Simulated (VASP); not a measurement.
# FeCu (Cmmm) in VASP: a series of runs, part 2 of 2

VASP 6.6.1.

## Step 3: Single point, PBEsol, collinear spin, ferromagnetic start

This run uses another cell than the first one, of 11.20 Å³/atom.

INCAR reads:

```
  PREC = Accurate
  ENCUT = 520
  EDIFF = 1E-6
  ISMEAR = 0
  SIGMA = 0.1
  LREAL = False
  LASPH = True
  NELM = 150
  ALGO = Normal
  ISIF = 2
  LWAVE = False
  LCHARG = False
  ISPIN = 2
  MAGMOM = 3.5 0
  LORBIT = 11
  LMAXMIX = 4
  GGA = PS
  NBANDS = 20
```

KPOINTS reads:

```
regular mesh
0
Gamma
  12 12 7
```

POSCAR reads:

```
FeCu
1.0
    1.4122341880     -1.9519453610      0.0000000000
    1.4122341880      1.9519453610      0.0000000000
    0.0000000000      0.0000000000      4.0632201152
Fe Cu
1 1
Direct
    0.0000000000      0.0000000000      0.0000000000
    0.5000000000      0.5000000000      0.5000000000
```

Potentials or basis: VASP PAW PBE potentials, release 64 (Fe, Cu).

Started as:

```console
$ cat potpaw_PBE.64/Fe/POTCAR potpaw_PBE.64/Cu/POTCAR > POTCAR
$ mpirun -np 1 vasp_std > vasp.out
```

Run time: 1.8 min. Hardware: 1 thread of Intel Xeon Platinum 8259CL at 2.50GHz (Skylake/Cascade Lake), shared host; peak memory 0.23 GiB.

Results (log left out):

| Item | Value |
| --- | --- |
| Free energy | -12.8553 eV |
| Pressure | 1.3 GPa |
| Net moment | 2.44 μB per cell |
| Site moments | Fe +2.36; Cu +0.07 μB |
| Valence electrons inside the program's atomic spheres | Fe 7.24; Cu 10.12 |

Stress tensor (GPa, compression positive):
```
1.63 0.00 0.00
0.00 0.06 0.00
0.00 0.00 2.21
```

Levels at points of the mesh, in eV from the Fermi level:
Spin up:
```
           k point  band 7  band 8  band 9  band 10  band 11  band 12  band 13  band 14  band 15  band 16
(0.00, 0.00, 0.00)   -2.33   -2.26   -1.15    -1.09    -0.72    -0.68     5.48    18.31    19.29    22.91
(0.50, 0.00, 0.00)   -2.49   -2.19   -1.29    -0.81     0.58     1.89     9.48     9.71     9.83    11.28
(0.50, 0.50, 0.00)   -1.60   -1.10   -0.84     0.03     0.38     6.28     8.87     9.01     9.13    14.70
```
Spin down:
```tsv
k point	band 5	band 6	band 7	band 8	band 9	band 10	band 11	band 12
(0.00, 0.00, 0.00)	-2.51	-2.18	-1.51	-1.29	-0.53	1.44	1.50	1.69
(0.50, 0.00, 0.00)	-2.34	-2.07	-2.05	-1.62	0.74	1.35	1.78	3.56
(0.50, 0.50, 0.00)	-1.48	-1.08	-0.02	0.10	0.84	0.98	2.50	7.14
```

Caveat: the PAW data sets were made with another functional, which shifts forces and pressure a little.

## Step 4: Single point, PBEsol, collinear spin, ferromagnetic start

This run uses another cell than the first one, of 11.52 Å³/atom.

INCAR reads:

```
  PREC = Accurate
  ENCUT = 520
  EDIFF = 1E-7
  ISMEAR = 0
  SIGMA = 0.1
  LREAL = F
  LASPH = T
  NELM = 150
  ALGO = Normal
  ISIF = 2
  LWAVE = F
  LCHARG = F
  ISPIN = 2
  MAGMOM = 3.5 0
  LORBIT = 11
  LMAXMIX = 4
  GGA = PS
  NBANDS = 20
```

KPOINTS is that of step 3.

POSCAR reads:

```
FeCu
1.0
    1.4253720047     -1.9701040350      0.0000000000
    1.4253720047      1.9701040350      0.0000000000
    0.0000000000      0.0000000000      4.1010196823
Fe Cu
1 1
Direct
    0.0000000000      0.0000000000      0.0000000000
    0.5000000000      0.5000000000      0.5000000000
```

Started as:

```console
$ cat potpaw_PBE.64/Fe/POTCAR potpaw_PBE.64/Cu/POTCAR > POTCAR
$ mpirun -np 1 vasp_std > vasp.out
```

Run time: 1.9 min. Hardware: 1 thread of Intel Xeon Platinum 8259CL at 2.50GHz (Skylake/Cascade Lake), shared host; peak memory 0.24 GiB.

Results (log left out):

| Property | Result |
| --- | --- |
| Free energy | -12.8526 eV |
| Pressure | -2.8 GPa |
| Net moment | 2.55 μB per cell |
| Site moments | Fe +2.48; Cu +0.07 μB |
| Valence electrons inside the program's atomic spheres | Fe 7.18; Cu 10.08 |

Stress tensor (GPa, compression positive):
```
-2.49  0.00  0.00
 0.00 -3.58  0.00
 0.00  0.00 -2.26
```

Levels at points of the mesh, in eV from the Fermi level:
Spin up:
```csv
k point,band 9,band 10,band 11,band 12,band 13,band 14
"(0.00, 0.00, 0.00)",-1.21,-1.18,-0.82,-0.67,5.23,18.04
"(0.50, 0.00, 0.00)",-1.38,-0.89,0.50,1.74,9.25,9.44
"(0.50, 0.50, 0.00)",-0.93,0.03,0.25,6.02,8.68,8.81
```
Spin down:
```
           k point  band 6  band 7  band 8  band 9  band 10  band 11
(0.00, 0.00, 0.00)   -2.16   -1.46   -1.16   -0.52     1.47     1.49
(0.50, 0.00, 0.00)   -2.06   -1.93   -1.50    0.67     1.36     1.80
(0.50, 0.50, 0.00)   -1.04    0.01    0.11    0.84     0.97     2.52
```

Caveat: the PAW data sets were made with another functional, which shifts forces and pressure a little.

## Step 5: Single point, PBEsol, collinear spin, ferromagnetic start

This run uses another cell than the first one, of 11.83 Å³/atom.

INCAR reads:

```
SYSTEM = FeCu
ALGO = Normal
EDIFF = 1E-6
ENCUT = 520
GGA = PS
ISIF = 2
ISMEAR = 0
ISPIN = 2
LASPH = .True.
LCHARG = .True.
LELF = .True.
LMAXMIX = 4
LORBIT = 11
LREAL = .False.
LVHAR = .True.
LWAVE = .False.
MAGMOM = 3.5 0
NBANDS = 20
NELM = 150
PREC = Accurate
SIGMA = 0.1
```

KPOINTS reads:

```
k-points
0
Gamma
  12 12 7
  0 0 0
```

POSCAR reads:

```
FeCu
1.0
    1.4382720000     -1.9879340000      0.0000000000
    1.4382720000      1.9879340000      0.0000000000
    0.0000000000      0.0000000000      4.1381350000
Fe Cu
1 1
Direct
    0.0000000000      0.0000000000      0.0000000000
    0.5000000000      0.5000000000      0.5000000000
```

Started as:

```console
$ cat potpaw_PBE.64/Fe/POTCAR potpaw_PBE.64/Cu/POTCAR > POTCAR
$ mpirun -np 1 vasp_std > vasp.out
```

It took 1.7 min on 1 thread of Intel Xeon Platinum 8259CL at 2.50GHz (Skylake/Cascade Lake), shared host; peak memory 0.24 GiB.

Results (log left out):

```
Free energy                                           : -12.8344 eV
Pressure                                              : -6.6 GPa
Net moment                                            : 2.61 μB per cell
Site moments                                          : Fe +2.55; Cu +0.07 μB
Valence electrons inside the program's atomic spheres : Fe 7.13; Cu 10.05
```

Stress tensor (GPa, compression positive):
```
-6.30  0.00  0.00
 0.00 -7.19  0.00
 0.00  0.00 -6.17
```

Levels at points of the mesh, in eV from the Fermi level:
Spin up:
```tsv
k point	band 7	band 8	band 9	band 10	band 11	band 12	band 13	band 14	band 15	band 16
(0.00, 0.00, 0.00)	-2.28	-2.24	-1.27	-1.26	-0.90	-0.65	5.00	17.77	18.46	22.10
(0.50, 0.00, 0.00)	-2.43	-2.16	-1.45	-0.96	0.44	1.61	9.04	9.19	9.36	10.63
(0.50, 0.50, 0.00)	-1.61	-1.24	-1.01	0.04	0.14	5.79	8.50	8.63	8.72	14.13
```
Spin down:
```csv
k point,band 5,band 6,band 7,band 8,band 9,band 10,band 11,band 12
"(0.00, 0.00, 0.00)",-2.42,-2.14,-1.42,-1.06,-0.51,1.46,1.47,1.67
"(0.50, 0.00, 0.00)",-2.29,-2.04,-1.84,-1.41,0.60,1.35,1.79,3.43
"(0.50, 0.50, 0.00)",-1.49,-1.01,0.03,0.11,0.82,0.95,2.50,6.71
```

Caveat: the cell stands under tension; the PAW data sets were made with another functional, which shifts forces and pressure a little.

## Step 6: Single point, PBEsol, collinear spin, ferromagnetic start

This run uses another cell than the first one, of 12.15 Å³/atom.

INCAR reads:

```
ALGO = Normal
EDIFF = 1E-7
ENCUT = 520
GGA = PS
ISIF = 2
ISMEAR = 0
ISPIN = 2
LASPH = T
LCHARG = F
LMAXMIX = 4
LORBIT = 11
LREAL = F
LWAVE = F
MAGMOM = 3.5 0
NBANDS = 20
NELM = 150
PREC = Accurate
SIGMA = 0.1
```

KPOINTS reads:

```
k-points
0
Gamma
  12 12 7
```

POSCAR reads:

```
FeCu
1.0
    1.4509446530     -2.0054497395      0.0000000000
    1.4509446530      2.0054497395      0.0000000000
    0.0000000000      0.0000000000      4.1745962179
Fe Cu
1 1
Direct
    0.0000000000      0.0000000000      0.0000000000
    0.5000000000      0.5000000000      0.5000000000
```

Potentials or basis: VASP PAW PBE potentials, release 64 (Fe, Cu).

Started as:

```console
$ cat potpaw_PBE.64/Fe/POTCAR potpaw_PBE.64/Cu/POTCAR > POTCAR
$ mpirun -np 1 vasp_std > vasp.out
```

Run time: 1.9 min. Hardware: 1 thread of Intel Xeon Platinum 8259CL at 2.50GHz (Skylake/Cascade Lake), shared host; peak memory 0.24 GiB.

Results (log left out):

```
Free energy                                           : -12.8013 eV
Pressure                                              : -10.2 GPa
Net moment                                            : 2.64 μB per cell
Site moments                                          : Fe +2.59; Cu +0.06 μB
Valence electrons inside the program's atomic spheres : Fe 7.08; Cu 10.02
```

Stress tensor (GPa, compression positive):
```
-10.05   0.00   0.00
  0.00 -10.81   0.00
  0.00   0.00  -9.67
```

Levels at points of the mesh, in eV from the Fermi level:
Spin up:
| k point | band 8 | band 9 | band 10 | band 11 | band 12 | band 13 | band 14 | band 15 |
| --- | --- | --- | --- | --- | --- | --- | --- | --- |
| (0.00, 0.00, 0.00) | -2.22 | -1.32 | -1.32 | -0.96 | -0.63 | 4.79 | 17.52 | 18.08 |
| (0.50, 0.00, 0.00) | -2.13 | -1.50 | -1.02 | 0.38 | 1.50 | 8.85 | 8.95 | 9.15 |
| (0.50, 0.50, 0.00) | -1.29 | -1.07 | 0.04 | 0.05 | 5.57 | 8.34 | 8.47 | 8.54 |
Spin down:
```tsv
k point	band 6	band 7	band 8	band 9	band 10	band 11
(0.00, 0.00, 0.00)	-2.12	-1.39	-1.00	-0.49	1.42	1.45
(0.50, 0.00, 0.00)	-2.02	-1.75	-1.34	0.54	1.33	1.76
(0.50, 0.50, 0.00)	-0.99	0.04	0.11	0.80	0.93	2.44
```

Caveat: the cell stands under tension; the PAW data sets were made with another functional, which shifts forces and pressure a little.

## Step 7: Summary

```csv
cell,gap on the mesh (eV),pressure (GPa),moment (μB)
"a = 2.386, b = 2.386, c = 4.025 Å, angles 90.0, 90.0, 108.2°, 2 atoms",none,6.5,2.34
"a = 2.409, b = 2.409, c = 4.063 Å, angles 90.0, 90.0, 108.2°, 2 atoms",none,1.3,2.44
"a = 2.432, b = 2.432, c = 4.101 Å, angles 90.0, 90.0, 108.2°, 2 atoms",none,-2.8,2.55
"a = 2.454, b = 2.454, c = 4.138 Å, angles 90.0, 90.0, 108.2°, 2 atoms",none,-6.6,2.61
"a = 2.475, b = 2.475, c = 4.175 Å, angles 90.0, 90.0, 108.2°, 2 atoms",none,-10.2,2.64
```

Alike in all rows: task single point; level PBEsol; potentials or basis VASP PAW PBE potentials, release 64 (Fe, Cu); spin collinear, ferromagnetic start; k mesh 12 × 12 × 7; cutoff (eV) 520; smearing gaussian 0.1 eV.

Caveats: the PAW data sets were made with another functional, which shifts forces and pressure a little; the cell stands under tension (at least some runs); the cell stands under pressure (at least some runs).

Total energies depend on the potentials used, so only differences within one code and one set of settings carry meaning.
